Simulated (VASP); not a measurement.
Input of a VASP 6.6.1 run:

The input INCAR:

```
  ALGO = Normal
  EDIFF = 1E-8
  ENCUT = 520
  GGA = CA
  ISIF = 2
  ISMEAR = -1
  LASPH = True
  LCHARG = False
  LEFG = True
  LREAL = False
  LWAVE = False
  NBANDS = 32
  NELM = 60
  PREC = Accurate
  SIGMA = 0.08
```

File KPOINTS:

```
k-points
0
Gamma
  9 9 9
```

The input POSCAR:

```
Ti3Ag
1.0
    4.1304119821      0.0000000000      0.0000000000
    0.0000000000      4.1304119821      0.0000000000
    0.0000000000      0.0000000000      3.8966150774
Ti Ag
3 1
Direct
    0.0000000000      0.5000000000      0.5000000000
    0.5000000000      0.0000000000      0.5000000000
    0.5000000000      0.5000000000      0.0000000000
    0.0000000000      0.0000000000      0.0000000000
```

Potentials or basis: VASP PAW LDA potentials, release 64 (Ti_sv, Ag).

Command:

```console
$ cat potpaw_LDA.64/Ti_sv/POTCAR potpaw_LDA.64/Ag/POTCAR > POTCAR
$ mpirun -np 1 vasp_std > vasp.out
```

Problem. Predict the band gap on the k mesh.

Solution. Zero (an odd number of electrons rules out a gap without spin polarisation).

Problem. Estimate the pressure.

Solution. -5.6 GPa.

Stress tensor (GPa, compression positive):
```
-6.37  0.00  0.00
 0.00 -6.37  0.00
 0.00  0.00 -4.19
```

Caveat: the cell stands under tension; without QUAD_EFG the Cq values of the log hold for a quadrupole moment of 1 mb, not for the nuclei.
